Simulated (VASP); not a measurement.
A run of VASP 6.6.1 is set up as follows.

The input INCAR:

```
SYSTEM = Ru
PREC     = Accurate       ! precision mode
ENCUT    = 500            ! plane-wave cutoff, eV
EDIFF    = 1E-6           ! SCF threshold, eV
ISMEAR   = 1              ! smearing method
SIGMA    = 0.15           ! smearing width, eV
LREAL    = .FALSE.        ! projectors in reciprocal space
LASPH    = .TRUE.         ! aspherical terms in the spheres
NELM     = 120            ! most SCF steps
ALGO     = Normal         ! electronic algorithm
ISIF     = 2              ! what is computed and relaxed
LWAVE    = .FALSE.        ! write WAVECAR
LCHARG   = .FALSE.        ! write CHGCAR
GGA      = PE             ! functional
NBANDS   = 21             ! bands
GGA_COMPAT= .FALSE.
```

KPOINTS

```
regular mesh
0
G
  12 12 7
  0 0 0
```

The input POSCAR:

```
Ru
1.0
    2.7058000000      0.0000000000      0.0000000000
   -1.3529000000      2.3432900000      0.0000000000
    0.0000000000      0.0000000000      4.2819000000
Ru
2
Direct
    0.3333333333      0.6666666667      0.2500000000
    0.6666666667      0.3333333333      0.7500000000
```

Potentials or basis: VASP PAW PBE potentials, release 64 (Ru_pv).

Launch:

```console
$ cat potpaw_PBE.64/Ru_pv/POTCAR > POTCAR
$ mpirun -np 1 vasp_std > vasp.out
```

Predict the band gap on the k mesh.

zero (band 14 reaches 14.26 eV, above the bottom of band 15 at 11.30 eV).

What does it give for the pressure?

4.3 GPa.

Stress tensor (GPa, compression positive):
```
4.21 0.00 0.00
0.00 4.21 0.00
0.00 0.00 4.52
```
